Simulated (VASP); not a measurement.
# Be (P6/mmm) in VASP: notebook, part 2 of 2

VASP 6.6.1. Earlier steps stand in the parts before.

### Step 3. Single point, PBEsol (7.67 Å³/atom)

This run uses another cell than the first one, of 7.67 Å³/atom.

Input file INCAR:

```
SYSTEM = Be
ALGO     = Normal         ! electronic algorithm
EDIFF    = 1E-7           ! SCF threshold, eV
ENCUT    = 520            ! plane-wave cutoff, eV
GGA      = PS             ! functional
ISIF     = 2              ! what is computed and relaxed
ISMEAR   = -1             ! smearing method
LASPH    = .True.         ! aspherical terms in the spheres
LCHARG   = .False.        ! write CHGCAR
LREAL    = .False.        ! projectors in reciprocal space
LWAVE    = .False.        ! write WAVECAR
NBANDS   = 10             ! bands
NELM     = 80             ! most SCF steps
PREC     = Accurate       ! precision mode
SIGMA    = 0.1            ! smearing width, eV
```

Input file KPOINTS:

```
k-points
0
Gamma
  12 12 16
  0 0 0
```

Input file POSCAR:

```
Be
1.0
    3.5127016061      0.0000000000      0.0000000000
   -1.7563508030      3.0420888268      0.0000000000
    0.0000000000      0.0000000000      2.1538861153
Be
3
Direct
    1.0000000000      1.0000000000      1.0000000000
    0.3333333333      0.6666666667      0.5000000000
    0.6666666667      0.3333333333      0.5000000000
```

Potentials or basis: VASP PAW PBE potentials, release 64 (Be).

Command:

```console
> cat potpaw_PBE.64/Be/POTCAR > POTCAR
> mpirun -np 1 vasp_std > vasp.out
```

OUTCAR:

```text
SYSTEM = Be
   EDIFF = 1E-7
   ENCUT = 520
   GGA = PS
   ISIF = 2
   ISMEAR = -1
   LASPH = .True.
   LREAL = .False.
   NELM = 80
   PREC = Accurate

 ion  position               nearest neighbor table
   1  0.000  0.000  0.000-   2 2.30   3 2.30   2 2.30   3 2.30   2 2.30   2 2.30   3 2.30   3 2.30
                             3 2.30   3 2.30   2 2.30   2 2.30
   2  0.333  0.667  0.500-   3 2.03   3 2.03   3 2.03   1 2.30   1 2.30   1 2.30   1 2.30   1 2.30
                             1 2.30
   3  0.667  0.333  0.500-   2 2.03   2 2.03   2 2.03   1 2.30   1 2.30   1 2.30   1 2.30   1 2.30
                             1 2.30

  LATTYP: Found a hexagonal cell.
 ALAT       =     3.5127016061
 C/A-ratio  =     0.6131708175

  Lattice vectors:

 A1 = (   3.5127016061,   0.0000000000,   0.0000000000)
 A2 = (  -1.7563508030,   3.0420888268,   0.0000000000)
 A3 = (   0.0000000000,   0.0000000000,   2.1538861153)

Analysis of symmetry for initial positions (statically):
=====================================================================
 Subroutine PRICEL returns:
 Original cell was already a primitive cell.

 Routine SETGRP: Setting up the symmetry group for a
 hexagonal supercell.

 Subroutine GETGRP returns: Found 24 space group operations
 (whereof 24 operations were pure point group operations)
 out of a pool of 24 trial point group operations.

The static configuration has the point symmetry D_6h.

Analysis of symmetry for dynamics (positions and initial velocities):
=====================================================================
 Subroutine PRICEL returns:
 Original cell was already a primitive cell.

 Routine SETGRP: Setting up the symmetry group for a
 hexagonal supercell.

 Subroutine GETGRP returns: Found 24 space group operations
 (whereof 24 operations were pure point group operations)
 out of a pool of 24 trial point group operations.

The dynamic configuration has the point symmetry D_6h.

 Subroutine INISYM returns: Found 24 space group operations
 (whereof 24 operations are pure point group operations),
 and found     1 'primitive' translations

----------------------------------------------------------------------------------------

                                     Primitive cell

  volume of cell :      23.0163

  direct lattice vectors                    reciprocal lattice vectors
     3.512701606  0.000000000  0.000000000     0.284681169  0.164360750  0.000000000
    -1.756350803  3.042088827  0.000000000     0.000000000  0.328721499  0.000000000
     0.000000000  0.000000000  2.153886115     0.000000000  0.000000000  0.464277100

  length of vectors
     3.512701606  3.512701606  2.153886115     0.328721499  0.328721499  0.464277100

  position of ions in fractional coordinates (direct lattice)
     0.000000000  0.000000000  0.000000000
     0.333333333  0.666666667  0.500000000
     0.666666667  0.333333333  0.500000000

  ion indices of the primitive-cell ions
   primitive index   ion index
                 1           1
                 2           2
                 3           3

----------------------------------------------------------------------------------------

[... 31 lines left out ...]
  0.416667  0.000000  0.000000      6.000000
[... 16 lines left out ...]
  0.250000  0.000000  0.062500     12.000000
  0.333333 -0.000000  0.062500     12.000000
 [... further k-points ...]
   k-points           NKPTS =    171   k-points in BZ     NKDIM =    171   number of bands    NBANDS=     10
   number of dos      NEDOS =    301   number of ions     NIONS =      3
   total plane-waves  NPLWV =  12544
   dimension x,y,z NGX =    28 NGY =   28 NGZ =   16
   dimension x,y,z NGXF=    56 NGYF=   56 NGZF=   32
   ions per type =               3
   NGX,Y,Z   is equivalent  to a cutoff of  13.25, 13.25, 12.35 a.u.
   NGXF,Y,Z  is equivalent  to a cutoff of  26.50, 26.50, 24.70 a.u.
 SYSTEM =  Be
   PREC   = accura    normal or accurate (medium, high low for compatibility)
   ISTART =      0    job   : 0-new  1-cont  2-samecut
   ICHARG =      2    charge: 1-file 2-atom 10-const
   ISPIN  =      1    spin polarized calculation?
   LNONCOLLINEAR =      F non collinear calculations
   LSORBIT =      F    spin-orbit coupling
   LASPH  =      T    aspherical Exc in radial PAW
   ENCUT  =  520.0 eV  38.22 Ry    6.18 a.u.   6.53  6.53  4.00*2*pi/ulx,y,z
   NELM   =     80;   NELMIN=  2; NELMDL= -5     # of ELM steps
   EDIFF  = 0.1E-06   stopping-criterion for ELM
   LREAL  =      F    real-space projection
   EDIFFG = 0.1E-05   stopping-criterion for IOM
   NSW    =      0    number of steps for IOM
   IBRION =     -1    ionic relax: 0-MD 1-quasi-New 2-CG
   NFREE  =      0    steps in history (QN), initial steepest desc. (CG)
   ISIF   =      2    stress and relaxation
   ISYM   =      2    0-nonsym 1-usesym 2-fastsym
   POTIM  = 0.5000    time-step for ionic-motion
   TEBEG  =    0.0;   TEEND  =   0.0 temperature during run
   PSTRESS=    0.0 pullay stress
   NELECT =       6.0000    total number of electrons
   NUPDOWN=      -1.0000    fix difference up-down
   EMIN   =  10.00;   EMAX   =-10.00  energy-range for DOS
   EFERMI =   0.00;   METHOD = LEGACY
   ISMEAR =    -1;   SIGMA  =   0.10  broadening in eV -4-tet -1-fermi 0-gaus
   EFERMI_NEDOS =   21; number of points for ismear=-14 and -15
   IALGO  =     38    algorithm
   IMIX   =      4    mixing-type and parameters
     AMIX     =   0.40;   BMIX     =  1.00
     AMIX_MAG =   1.60;   BMIX_MAG =  1.00
  volume/ion in A,a.u.               =       7.67        51.77
  Fermi-wavevector in a.u.,A,eV,Ry     =   1.045795  1.976266 14.880521  1.093687
  Thomas-Fermi vector in A             =   2.180606
   LORBIT       =      0    0 simple, 1 ext, 2 COOP (PROOUT), +10 PAW based schemes
   GGA     = PS    functional components
   LHFCALC =     F    Hartree Fock is set to
   AEXX    =    0.0000 exact exchange contribution
   IVDW    =     0    specifies the selected vdW correction
   LEPSILON=     F    determine dielectric tensor
   LRPA    =     F    only Hartree local field effects (RPA)
 non-spin polarized calculation
  energy-cutoff  :      520.00
  volume of cell :       23.02
 maximum number of plane-waves:       644
 NGX is ok and might be reduce to    28
   NGX = 13   NGY = 13   NGZ =  9

 number of electron       6.0000000 magnetization

 Free energy of the ion-electron system (eV)
  ---------------------------------------------------
  ext. energy  EPLUGINS =         0.00000000
  ---------------------------------------------------
  free energy    TOTEN  =       -11.42138319 eV

  energy without entropy =      -11.40356534  energy(sigma->0) =      -11.41247426

 E-fermi :   7.9508     XC(G=0): -10.7099

 val. band max:        7.9147589928   @ k =   0.0833   0.0000   0.0625
 cond. band min:       7.9640345431   @ k =   0.2500   0.0000   0.3750
 fundamental gap:      0.0492755504
 Fermi energy:         7.9507756434

 k-point     1 :       0.0000    0.0000    0.0000
  band No.  band energies     occupation
      1      -4.2424      2.00000
      2       6.5847      2.00000
      3       6.5847      2.00000
      4       6.8129      1.99998
      5       6.8129      1.99998
      6      13.7152      0.00000
      7      13.9738      0.00000
      8      18.9487      0.00000
      9      27.8508      0.00000
     10      27.8870      0.00000
[... 287 lines left out ...]
 k-point    24 :       0.3333   -0.0000    0.0625
  band No.  band energies     occupation
      1      -2.8413      2.00000
      2       1.0682      2.00000
      3       3.3202      2.00000
      4       8.6894      0.00124
      5      13.6790      0.00000
      6      16.7216      0.00000
      7      18.7898      0.00000
      8      19.8068      0.00000
      9      22.9712      0.00000
     10      23.2210      0.00000

 [... further k-points ...]

------------------------ aborting loop because EDIFF is reached ----------------------------------------

  FORCE on cell =-STRESS in cart. coord.  units (eV):
  Direction    XX          YY          ZZ          XY          YZ          ZX
  --------------------------------------------------------------------------------------
  -------------------------------------------------------------------------------------
  Total        0.8373261      0.8373261      0.6922145      0.0000000     -0.0000000     -0.0000000
  in kB       58.2866823     58.2866823     48.1853906      0.0000000     -0.0000000     -0.0000000
  external PRESSURE =      54.9195850 kB  Pullay stress =       0.0000000 kB

 VOLUME and BASIS-vectors are now :
 -----------------------------------------------------------------------------
  energy-cutoff  :      520.00
  volume of cell :       23.02
      direct lattice vectors                 reciprocal lattice vectors
     3.512701606  0.000000000  0.000000000     0.284681169  0.164360750  0.000000000
    -1.756350803  3.042088827  0.000000000     0.000000000  0.328721499  0.000000000
     0.000000000  0.000000000  2.153886115     0.000000000  0.000000000  0.464277100

 POSITION                                       TOTAL-FORCE (eV/Angst)
 -----------------------------------------------------------------------------------
      0.00000      0.00000      0.00000        -0.000000      0.000000     -0.000000
     -0.00000      2.02806      1.07694         0.000000      0.000000     -0.000000
      1.75635      1.01403      1.07694        -0.000000      0.000000      0.000000
 -----------------------------------------------------------------------------------
    total drift:                                0.000000     -0.000000     -0.000000

  FREE ENERGIE OF THE ION-ELECTRON SYSTEM (eV)
  ---------------------------------------------------
  free  energy   TOTEN  =       -11.4213831864 eV

  energy  without entropy=      -11.4035653369  energy(sigma->0) =      -11.41247426
```

Run time: 52 s. Hardware: 1 thread of Intel Xeon 8259CL, shared host; peak memory 0.15 GiB.

What came out:

- Free energy: -11.4214 eV
- Pressure: 5.5 GPa
- Band gap on the k mesh: zero (bands 3 and 4 overlap by 4.97 eV)

Stress tensor (GPa, compression positive):
```
5.83 0.00 0.00
0.00 5.83 0.00
0.00 0.00 4.82
```

Caveat: the cell stands under pressure; the PAW data sets were made with another functional, which shifts forces and pressure a little.

### Step 4. Single point, PBEsol (7.99 Å³/atom)

This run uses another cell than the first one, of 7.99 Å³/atom.

Input file INCAR:

```
SYSTEM = Be
  PREC = Accurate
  ENCUT = 520
  EDIFF = 1E-6
  ISMEAR = -1
  SIGMA = 0.1
  LREAL = .False.
  LASPH = .True.
  NELM = 100
  ALGO = Normal
  ISIF = 2
  LWAVE = .False.
  LCHARG = .False.
  GGA = PS
  NBANDS = 10
```

Input file KPOINTS:

```
Automatic mesh
0
Gamma
  12 12 16
  0 0 0
```

Input file POSCAR:

```
Be
1.0
    3.5608267865      0.0000000000      0.0000000000
   -1.7804133932      3.0837664556      0.0000000000
    0.0000000000      0.0000000000      2.1833950715
Be
3
Direct
    1.0000000000      1.0000000000      1.0000000000
    0.3333333333      0.6666666667      0.5000000000
    0.6666666667      0.3333333333      0.5000000000
```

Command:

```console
> cat potpaw_PBE.64/Be/POTCAR > POTCAR
> mpirun -np 1 vasp_std > vasp.out
```

Run time: 36 s. Hardware: 1 thread of Intel Xeon 8259CL, shared host; peak memory 0.15 GiB.

The run converged. Its results:

* Free energy: -11.4385 eV
* Pressure: 0.4 GPa
* Band gap on the k mesh: zero (bands 3 and 4 overlap by 4.81 eV)

Stress tensor (GPa, compression positive):
```
0.23 0.00 0.00
0.00 0.23 0.00
0.00 0.00 0.64
```

Levels at points of the mesh, in eV from the Fermi level:
| k point | band 1 | band 2 | band 3 | band 4 | band 5 | band 6 |
| --- | --- | --- | --- | --- | --- | --- |
| (0.00, 0.00, 0.00) | -11.92 | -1.28 | -1.28 | -1.06 | -1.06 | 5.49 |
| (0.50, 0.00, 0.00) | -9.06 | -8.99 | -5.00 | 0.58 | 9.70 | 10.12 |
| (0.00, 0.00, 0.50) | -6.54 | -5.67 | 3.75 | 3.75 | 4.29 | 5.93 |
| (0.50, 0.00, 0.50) | -4.48 | -4.42 | -1.84 | -0.52 | 1.34 | 3.80 |

Caveat: the PAW data sets were made with another functional, which shifts forces and pressure a little.

### Step 5. Overview

| cell | gap on the mesh (eV) | pressure (GPa) |
| --- | --- | --- |
| a = 3.463, b = 3.463, c = 2.124 Å, angles 90.0, 90.0, 120.0°, 3 atoms | none | 11.6 |
| a = 3.513, b = 3.513, c = 2.154 Å, angles 90.0, 90.0, 120.0°, 3 atoms | none | 5.5 |
| a = 3.561, b = 3.561, c = 2.183 Å, angles 90.0, 90.0, 120.0°, 3 atoms | none | 0.4 |

Alike in all rows: task single point; level PBEsol; potentials or basis VASP PAW PBE potentials, release 64 (Be); no spin polarisation; k mesh 12 × 12 × 16; cutoff (eV) 520; smearing fermi-dirac 0.1 eV.

Caveats: the PAW data sets were made with another functional, which shifts forces and pressure a little; the cell stands under pressure (at least some runs).

Absolute energies hang on the potentials; compare differences alone.
